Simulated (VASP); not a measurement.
Crystal: SnSe.

```
CELL_PARAMETERS angstrom
0.00000 3.01000 3.01000
3.01000 0.00000 3.01000
3.01000 3.01000 0.00000
ATOMIC_POSITIONS crystal
Sn 0.00000 0.00000 0.00000
Se 0.50000 0.50000 0.50000
```

Base run:

| Property | Result |
| --- | --- |
| Program | VASP 6.6.1 |
| Functional | PBEsol |
| Potentials or basis | VASP PAW PBE potentials, release 64 (Sn_d, Se) |
| Cutoff | 400 eV |
| k mesh | 13 × 13 × 13 |
| Occupations | fermi-dirac, width 0.02 eV |
| Spin | no spin polarisation |

Its results: pressure -1.8 GPa.

**Question.** After a change of settings the same cell gave: pressure 0.0 GPa. Which change was it?
A. functional from PBEsol to r2SCAN; cutoff from 400 eV to 440 eV
B. functional from PBEsol to PBE; cutoff from 400 eV to 500 eV; further incar settings from ALGO = Normal; EDIFF = 1e-08; NBANDS = 17 to ALGO = Normal; EDIFF = 1e-06; NBANDS = 17
C. functional from PBEsol to PBE
D. functional from PBEsol to LDA; potentials or basis from VASP PAW PBE potentials, release 64 (Sn_d, Se) to VASP PAW LDA potentials, release 64 (Sn_d, Se)

**Answer.** A.

Caveats: the PAW data sets were made with another functional, which shifts forces and pressure a little.
